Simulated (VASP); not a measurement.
# Al in VASP: a series of runs

Runs on Al. Level: r2SCAN. Tasks: single point.

Everything below comes from runs of VASP 6.6.1. Logs are shortened: lines on timing, memory, paths and dates and some standing lists are left out, and cuts for length are marked.

## 1. The cell of the first run

It takes space group I4/mmm (No. 139, tetragonal). Conventional cell: a = 2.823 Å, b = 2.823 Å, c = 4.172 Å, α = 90.00°, β = 90.00°, γ = 90.00°. Within 3.7 Å of Al (site symmetry 4/mmm) lie 12 Al at 2.82 to 2.89 Å.

## 2. Single point, r2SCAN (strain along c alone, the other axes held: +4.5 %)

Contents of POSCAR:

```
Al
1.0
    1.9963396846      1.9963396846      0.0000000000
   -1.9963396846      1.9963396846      0.0000000000
    0.0000000000      0.0000000000      4.1723499408
Al
2
Direct
    0.0000000000      0.0000000000      0.0000000000
    0.5000000000      0.5000000000      0.5000000000
```

Contents of INCAR.step1:

```
SYSTEM = Al
  PREC = Accurate
  ENCUT = 520
  ISMEAR = 0
  SIGMA = 0.1
  LREAL = .False.
  LASPH = .True.
  NELM = 60
  NBANDS = 10
  GGA = PE
  ALGO = Normal
  EDIFF = 1E-4
  LWAVE = .True.
  LCHARG = .False.
```

Contents of INCAR.step2:

```
SYSTEM = Al
  PREC = Accurate
  ENCUT = 520
  EDIFF = 1E-6
  ISMEAR = 0
  SIGMA = 0.1
  LREAL = .False.
  LASPH = .True.
  NELM = 60
  ALGO = Normal
  ISIF = 2
  LWAVE = .False.
  LCHARG = .True.
  METAGGA = R2SCAN
  LMIXTAU = .True.
  LELF = .True.
  LVHAR = .True.
  NBANDS = 10
  ISTART = 1
```

Contents of KPOINTS:

```
regular mesh
0
Gamma
  18 18 14
  0 0 0
```

Potentials or basis: VASP PAW PBE potentials, release 64 (Al).

The run is started by

```sh
> cat potpaw_PBE.64/Al/POTCAR > POTCAR
> cp INCAR.step1 INCAR
> mpirun -np 1 vasp_std > vasp.out
> cp INCAR.step2 INCAR
> mpirun -np 1 vasp_std > vasp.out
```

OUTCAR:

```text
SYSTEM = Al
   PREC = Accurate
   ENCUT = 520
   EDIFF = 1E-6
   ISMEAR = 0
   LREAL = .False.
   LASPH = .True.
   NELM = 60
   ISIF = 2
   METAGGA = R2SCAN
   ISTART = 1

 ion  position               nearest neighbor table
   1  0.000  0.000  0.000-   2 2.89   2 2.89   2 2.89   2 2.89   2 2.89   2 2.89   2 2.89   2 2.89

   2  0.500  0.500  0.500-   1 2.89   1 2.89   1 2.89   1 2.89   1 2.89   1 2.89   1 2.89   1 2.89

  LATTYP: Found a simple tetragonal cell.
 ALAT       =     2.8232506571
 C/A-ratio  =     1.4778531727

  Lattice vectors:

 A1 = (   1.9963396846,   1.9963396846,   0.0000000000)
 A2 = (  -1.9963396846,   1.9963396846,   0.0000000000)
 A3 = (   0.0000000000,   0.0000000000,   4.1723499408)

Analysis of symmetry for initial positions (statically):
=====================================================================
 Subroutine PRICEL returns following result:

  LATTYP: Found a body centered tetragonal cell.
 ALAT       =     2.8232506571
 C/A-ratio  =     1.4778531727

  Lattice vectors:

 A1 = (   1.9963396846,   0.0000000000,  -2.0861749704)
 A2 = (  -1.9963396846,   0.0000000000,  -2.0861749704)
 A3 = (   0.0000000000,   1.9963396846,   2.0861749704)

   2 primitive cells build up your supercell.

 Routine SETGRP: Setting up the symmetry group for a
 simple tetragonal supercell.

 Subroutine GETGRP returns: Found 16 space group operations
 (whereof 16 operations were pure point group operations)
 out of a pool of 16 trial point group operations.

The static configuration has the point symmetry D_4h.

Analysis of symmetry for dynamics (positions and initial velocities):
=====================================================================
 Subroutine PRICEL returns following result:

  LATTYP: Found a body centered tetragonal cell.
 ALAT       =     2.8232506571
 C/A-ratio  =     1.4778531727

  Lattice vectors:

 A1 = (   1.9963396846,   0.0000000000,  -2.0861749704)
 A2 = (  -1.9963396846,   0.0000000000,  -2.0861749704)
 A3 = (   0.0000000000,   1.9963396846,   2.0861749704)

   2 primitive cells build up your supercell.

 Routine SETGRP: Setting up the symmetry group for a
 simple tetragonal supercell.

 Subroutine GETGRP returns: Found 16 space group operations
 (whereof 16 operations were pure point group operations)
 out of a pool of 16 trial point group operations.

The dynamic configuration has the point symmetry D_4h.

 Subroutine INISYM returns: Found 16 space group operations
 (whereof 16 operations are pure point group operations),
[... 94 lines left out ...]
   EDIFF  = 0.1E-05   stopping-criterion for ELM
   LREAL  =      F    real-space projection
   EDIFFG = 0.1E-04   stopping-criterion for IOM
   NSW    =      0    number of steps for IOM
   IBRION =     -1    ionic relax: 0-MD 1-quasi-New 2-CG
   NFREE  =      0    steps in history (QN), initial steepest desc. (CG)
   ISIF   =      2    stress and relaxation
   ISYM   =      2    0-nonsym 1-usesym 2-fastsym
   POTIM  = 0.5000    time-step for ionic-motion
   TEBEG  =    0.0;   TEEND  =   0.0 temperature during run
   PSTRESS=    0.0 pullay stress
   NELECT =       6.0000    total number of electrons
   NUPDOWN=      -1.0000    fix difference up-down
   EMIN   =  10.00;   EMAX   =-10.00  energy-range for DOS
   EFERMI =   0.00;   METHOD = LEGACY
   ISMEAR =     0;   SIGMA  =   0.10  broadening in eV -4-tet -1-fermi 0-gaus
   EFERMI_NEDOS =   21; number of points for ismear=-14 and -15
   IALGO  =     38    algorithm
   IMIX   =      4    mixing-type and parameters
     AMIX     =   0.40;   BMIX     =  1.00
     AMIX_MAG =   1.60;   BMIX_MAG =  1.00
  volume/ion in A,a.u.               =      16.63       112.21
  Fermi-wavevector in a.u.,A,eV,Ry     =   0.925050  1.748092 11.642753  0.855718
  Thomas-Fermi vector in A             =   2.050863
   LORBIT       =      0    0 simple, 1 ext, 2 COOP (PROOUT), +10 PAW based schemes
   METAGGA = R2SCAN    functional components
   LHFCALC =     F    Hartree Fock is set to
   AEXX    =    0.0000 exact exchange contribution
   IVDW    =     0    specifies the selected vdW correction
   LEPSILON=     F    determine dielectric tensor
   LRPA    =     F    only Hartree local field effects (RPA)
 non-spin polarized calculation
 Gauss-broadening in eV      SIGMA  =   0.10
  energy-cutoff  :      520.00
  volume of cell :       33.26
 maximum number of plane-waves:       920
 NGX is ok and might be reduce to    24

 number of electron       6.0000000 magnetization

 Free energy of the ion-electron system (eV)
  ---------------------------------------------------
  ext. energy  EPLUGINS =         0.00000000
  ---------------------------------------------------
  free energy    TOTEN  =       -13.44840676 eV

  energy without entropy =      -13.44434922  energy(sigma->0) =      -13.44637799

 E-fermi :   7.9525     XC(G=0): -10.8788

 val. band max:        7.9501079907   @ k =   0.2222   0.1111   0.0000
 cond. band min:       7.9605746965   @ k =   0.3333   0.1667   0.4286
 fundamental gap:      0.0104667057
 Fermi energy:         7.9525003018

 k-point     1 :       0.0000    0.0000    0.0000
  band No.  band energies     occupation
      1      -3.8482      2.00000
      2       4.3584      2.00000
      3       5.6721      2.00000
      4      13.7665      0.00000
      5      14.4797      0.00000
      6      14.4797      0.00000
      7      18.3330      0.00000
      8      20.8979      0.00000
      9      21.4139      0.00000
     10      21.4139      0.00000
[... 287 lines left out ...]
 k-point    24 :       0.3333    0.1111    0.0000
  band No.  band energies     occupation
      1      -1.4295      2.00000
      2       4.8676      2.00000
      3       6.6107      2.00000
      4       8.1010      0.03576
      5      12.7134      0.00000
      6      13.4047      0.00000
      7      13.9946      0.00000
      8      19.2124      0.00000
      9      20.7547      0.00000
     10      21.4367      0.00000

 [... further k-points ...]
[... 5 lines left out ...]
  --------------------------------------------------------------------------------------
  -------------------------------------------------------------------------------------
  Total       -0.5875761     -0.5875761     -1.2124528      0.0000000      0.0000000     -0.0000000
  in kB      -28.3070810    -28.3070810    -58.4111583      0.0000000      0.0000000     -0.0000000
  external PRESSURE =     -38.3417734 kB  Pullay stress =       0.0000000 kB

 VOLUME and BASIS-vectors are now :
 -----------------------------------------------------------------------------
  energy-cutoff  :      520.00
  volume of cell :       33.26
      direct lattice vectors                 reciprocal lattice vectors
     1.996339685  1.996339685  0.000000000     0.250458378  0.250458378  0.000000000
    -1.996339685  1.996339685  0.000000000    -0.250458378  0.250458378  0.000000000
     0.000000000  0.000000000  4.172349941     0.000000000  0.000000000  0.239673089

 POSITION                                       TOTAL-FORCE (eV/Angst)
 -----------------------------------------------------------------------------------
      0.00000      0.00000      0.00000         0.000000     -0.000000      0.000000
      0.00000      1.99634      2.08617        -0.000000      0.000000     -0.000000
 -----------------------------------------------------------------------------------
    total drift:                               -0.000000      0.000000     -0.000000

  FREE ENERGIE OF THE ION-ELECTRON SYSTEM (eV)
  ---------------------------------------------------
  free  energy   TOTEN  =       -13.4484067623 eV

  energy  without entropy=      -13.4443492214  energy(sigma->0) =      -13.44637799
```

OUTCAR.step1:

```text
SYSTEM = Al
   PREC = Accurate
   ENCUT = 520
   ISMEAR = 0
   LREAL = .False.
   LASPH = .True.
[... 556 lines left out ...]
      0.00000      0.00000      0.00000         0.000000     -0.000000      0.000000
      0.00000      1.99634      2.08617        -0.000000      0.000000     -0.000000
 -----------------------------------------------------------------------------------
    total drift:                               -0.000000      0.000000     -0.000000

  FREE ENERGIE OF THE ION-ELECTRON SYSTEM (eV)
  ---------------------------------------------------
  free  energy   TOTEN  =        -7.4845255446 eV

  energy  without entropy=       -7.4800554485  energy(sigma->0) =       -7.48229050
```

Run time: 4.8 min. Hardware: 1 thread of Intel Xeon Platinum 8259CL at 2.50GHz (Skylake/Cascade Lake), shared host; peak memory 0.23 GiB.

What came out:

- Free energy: -13.4484 eV
- Pressure: -3.8 GPa
- Band gap on the k mesh: zero (band 3 reaches 15.56 eV, above the bottom of band 4 at 3.42 eV)

Caveat: the cell differs from its parent crystal (strain along c alone, the other axes held: +4.5 %); the PAW data sets were made with another functional, which shifts forces and pressure a little.

## 3. Single point, r2SCAN

This run uses another cell than the first one: it holds 1 atom, not 2.

Contents of POSCAR:

```
Al
1.0
    0.0000000000      1.9159119829      1.9159119829
    1.9159119829      0.0000000000      1.9159119829
    1.9159119829      1.9159119829      0.0000000000
Al
1
Direct
    0.0000000000      0.0000000000      0.0000000000
```

Contents of INCAR.step1:

```
PREC = Accurate ; ENCUT = 520
ISMEAR = 0 ; SIGMA = 0.1
LREAL = False ; LASPH = True
NELM = 60 ; NBANDS = 8
GGA = PE ; ALGO = Normal
EDIFF = 1E-4 ; LWAVE = True
LCHARG = False
```

Contents of INCAR.step2:

```
PREC = Accurate ; ENCUT = 520
EDIFF = 1E-6 ; ISMEAR = 0
SIGMA = 0.1 ; LREAL = False
LASPH = True ; NELM = 60
ALGO = Normal ; ISIF = 2
LWAVE = False ; LCHARG = True
METAGGA = R2SCAN ; LMIXTAU = True
LELF = True ; LVHAR = True
NBANDS = 8 ; ISTART = 1
```

Contents of KPOINTS:

```
Automatic mesh
0
Gamma
  18 18 18
```

Potentials or basis: VASP PAW PBE potentials, release 64 (Al).

The run is started by

```sh
> cat potpaw_PBE.64/Al/POTCAR > POTCAR
> cp INCAR.step1 INCAR
> mpirun -np 1 vasp_std > vasp.out
> cp INCAR.step2 INCAR
> mpirun -np 1 vasp_std > vasp.out
```

Wall time 38 s (1 thread of Intel Xeon Platinum 8488C (Sapphire Rapids), shared host); peak memory 0.13 GiB.

Results (log left out):

* Free energy: -6.6650 eV
* Pressure: 14.5 GPa

Levels at points of the mesh, in eV from the Fermi level:
| k point | band 1 | band 2 | band 3 | band 4 | band 5 |
| --- | --- | --- | --- | --- | --- |
| (0.00, 0.00, 0.00) | -13.01 | 14.27 | 14.27 | 14.27 | 17.55 |
| (0.50, 0.00, 0.00) | -5.67 | -4.76 | 12.87 | 12.87 | 14.24 |
| (0.50, 0.50, 0.00) | -3.54 | -1.76 | 5.49 | 6.85 | 6.85 |

Caveat: the PAW data sets were made with another functional, which shifts forces and pressure a little.

## 4. Single point, r2SCAN

This run uses another cell than the first one: it holds 1 atom, not 2.

Contents of POSCAR:

```
Al
1.0
    0.0000000000      1.9479513272      1.9479513272
    1.9479513272      0.0000000000      1.9479513272
    1.9479513272      1.9479513272      0.0000000000
Al
1
Direct
    0.0000000000      0.0000000000      0.0000000000
```

Contents of INCAR.step1:

```
SYSTEM = Al
PREC     = Accurate       ! precision mode
ENCUT    = 520            ! plane-wave cutoff, eV
ISMEAR   = 0              ! smearing method
SIGMA    = 0.1            ! smearing width, eV
LREAL    = .FALSE.        ! projectors in reciprocal space
LASPH    = .TRUE.         ! aspherical terms in the spheres
NELM     = 80             ! most SCF steps
NBANDS   = 8              ! bands
GGA      = PE             ! functional
ALGO     = Normal         ! electronic algorithm
EDIFF    = 1E-4           ! SCF threshold, eV
LWAVE    = .TRUE.         ! write WAVECAR
LCHARG   = .FALSE.        ! write CHGCAR
```

Contents of INCAR.step2:

```
SYSTEM = Al
PREC     = Accurate       ! precision mode
ENCUT    = 520            ! plane-wave cutoff, eV
EDIFF    = 1E-7           ! SCF threshold, eV
ISMEAR   = 0              ! smearing method
SIGMA    = 0.1            ! smearing width, eV
LREAL    = .FALSE.        ! projectors in reciprocal space
LASPH    = .TRUE.         ! aspherical terms in the spheres
NELM     = 80             ! most SCF steps
ALGO     = Normal         ! electronic algorithm
ISIF     = 2              ! what is computed and relaxed
LWAVE    = .FALSE.        ! write WAVECAR
LCHARG   = .FALSE.        ! write CHGCAR
METAGGA  = R2SCAN         ! meta-GGA
LMIXTAU  = .TRUE.       
NBANDS   = 8              ! bands
ISTART   = 1
```

Contents of KPOINTS:

```
regular mesh
0
G
  18 18 18
  0 0 0
```

The run is started by

```sh
> cat potpaw_PBE.64/Al/POTCAR > POTCAR
> cp INCAR.step1 INCAR
> mpirun -np 1 vasp_std > vasp.out
> cp INCAR.step2 INCAR
> mpirun -np 1 vasp_std > vasp.out
```

It took 51 s on 1 thread of Intel Xeon Platinum 8488C (Sapphire Rapids), shared host; peak memory 0.13 GiB.

The run converged. Its results:

| Item | Value |
| --- | --- |
| Free energy | -6.7137 eV |
| Pressure | 7.6 GPa |

Levels at points of the mesh, in eV from the Fermi level:
| k point | band 1 | band 2 | band 3 | band 4 | band 5 | band 6 |
| --- | --- | --- | --- | --- | --- | --- |
| (0.00, 0.00, 0.00) | -12.64 | 13.96 | 13.96 | 13.96 | 16.79 | 16.79 |
| (0.50, 0.00, 0.00) | -5.46 | -4.69 | 12.61 | 12.61 | 13.60 | 13.60 |
| (0.50, 0.50, 0.00) | -3.43 | -1.72 | 5.48 | 6.57 | 6.57 | 11.11 |

Caveat: the PAW data sets were made with another functional, which shifts forces and pressure a little.

## 5. Single point, r2SCAN

This run uses another cell than the first one: it holds 1 atom, not 2.

Contents of POSCAR:

```
Al
1.0
    0.0000000000      1.7910931478      1.7910931478
    1.7910931478      0.0000000000      1.7910931478
    1.7910931478      1.7910931478      0.0000000000
Al
1
Direct
    0.0000000000      0.0000000000      0.0000000000
```

Contents of INCAR.step1:

```
SYSTEM = Al
ALGO     = Normal         ! electronic algorithm
EDIFF    = 1E-4           ! SCF threshold, eV
ENCUT    = 520            ! plane-wave cutoff, eV
GGA      = PE             ! functional
ISMEAR   = 0              ! smearing method
LASPH    = .TRUE.         ! aspherical terms in the spheres
LCHARG   = .FALSE.        ! write CHGCAR
LREAL    = .FALSE.        ! projectors in reciprocal space
LWAVE    = .TRUE.         ! write WAVECAR
NBANDS   = 8              ! bands
NELM     = 100            ! most SCF steps
PREC     = Accurate       ! precision mode
SIGMA    = 0.1            ! smearing width, eV
```

Contents of INCAR.step2:

```
SYSTEM = Al
ALGO     = Normal         ! electronic algorithm
EDIFF    = 1E-6           ! SCF threshold, eV
ENCUT    = 520            ! plane-wave cutoff, eV
ISIF     = 2              ! what is computed and relaxed
ISMEAR   = 0              ! smearing method
ISTART   = 1            
LASPH    = .TRUE.         ! aspherical terms in the spheres
LCHARG   = .FALSE.        ! write CHGCAR
LMIXTAU  = .TRUE.       
LREAL    = .FALSE.        ! projectors in reciprocal space
LWAVE    = .FALSE.        ! write WAVECAR
METAGGA  = R2SCAN         ! meta-GGA
NBANDS   = 8              ! bands
NELM     = 100            ! most SCF steps
PREC     = Accurate       ! precision mode
SIGMA    = 0.1            ! smearing width, eV
```

Contents of KPOINTS:

```
k-points
0
G
  20 20 20
  0 0 0
```

The run is started by

```sh
> cat potpaw_PBE.64/Al/POTCAR > POTCAR
> cp INCAR.step1 INCAR
> mpirun -np 1 vasp_std > vasp.out
> cp INCAR.step2 INCAR
> mpirun -np 1 vasp_std > vasp.out
```

Run time: 59 s. Hardware: 1 thread of Intel Xeon Platinum 8488C (Sapphire Rapids), shared host; peak memory 0.13 GiB.

It converged, with:

```yaml
Free_energy: -6.1253 eV
Pressure: 59.5 GPa
```

Levels at points of the mesh, in eV from the Fermi level:
| k point | band 1 | band 2 | band 3 | band 4 | band 5 |
| --- | --- | --- | --- | --- | --- |
| (0.00, 0.00, 0.00) | -14.53 | 15.71 | 15.71 | 15.71 | 20.37 |
| (0.50, 0.00, 0.00) | -6.45 | -4.99 | 14.08 | 14.08 | 17.16 |
| (0.50, 0.50, 0.00) | -3.90 | -1.94 | 5.59 | 8.24 | 8.24 |

Caveat: the PAW data sets were made with another functional, which shifts forces and pressure a little.

(Continued in part 2 of 2.)
